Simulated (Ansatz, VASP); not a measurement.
# ZnS: VASP beside Ansatz

Contents of POSCAR:

```
ZnS
1.0
    0.0000000000      2.5526873887      2.5526873887
    2.5526873887      0.0000000000      2.5526873887
    2.5526873887      2.5526873887      0.0000000000
S Zn
1 1
Direct
    0.0000000000      0.0000000000      0.0000000000
    0.5000000000      0.5000000000      0.5000000000
```

File INCAR.step1:

```
PREC = Accurate
ENCUT = 520
ISMEAR = 0
SIGMA = 0.05
LREAL = False
LASPH = True
NELM = 80
NBANDS = 16
GGA = PE
ALGO = Normal
EDIFF = 1E-4
LWAVE = True
LCHARG = False
```

INCAR.step2

```
PREC = Accurate
ENCUT = 520
EDIFF = 1E-6
ISMEAR = 0
SIGMA = 0.05
LREAL = False
LASPH = True
NELM = 80
ALGO = Normal
ISIF = 2
LWAVE = False
LCHARG = False
METAGGA = R2SCAN
LMIXTAU = True
NBANDS = 16
ISTART = 1
```

Contents of KPOINTS:

```
Automatic mesh
0
Gamma
  12 12 12
```

Input for Ansatz:

```yaml
crystal:
  lattice:
    - [0.0, 2.5526873887, 2.5526873887]
    - [2.5526873887, 0.0, 2.5526873887]
    - [2.5526873887, 2.5526873887, 0.0]
  atoms:
    - { symbol: S, position: [0.0, 0.0, 0.0] }
    - { symbol: Zn, position: [0.5, 0.5, 0.5] }
basis:
  ecutwfc: 500
  ecutrho_ratio: 4
kpoints:
  mp_grid: { grid: [12, 12, 12] }
hamiltonian:
  xc: r2scan
scf:
  occupations: { method: gaussian, width: 0.05 }
output:
  forces: true
  stress: true
  eigenvalues: true
```

Alike in both runs: task single point; functional r2SCAN; k mesh 12 × 12 × 12; occupations gaussian, width 0.05 eV; no spin polarisation.

|  | VASP | Ansatz |
| --- | --- | --- |
| version | VASP 6.6.1 | Ansatz 0.2.0 |
| potentials or method | VASP PAW PBE potentials, release 64 (S, Zn), cutoff 520 eV | scalar-relativistic, plane waves, PAW |
| valence electrons in the cell | 18 | 18 |

VASP gave:

```
gap on the k mesh at the Fermi level (eV) : 0.15
least direct gap on the mesh (eV)         : 2.67
pressure (GPa)                            : -2.2
```

**Question.** What did Ansatz give for the same quantities?

**Answer.** gap on the k mesh at the Fermi level (eV): 0.16; least direct gap on the mesh (eV): 2.68; pressure (GPa): -2.4.

VASP's potentials were made for PBE, not for r2SCAN. With one functional, cell and mesh, what is left measures potentials, basis and numerics.
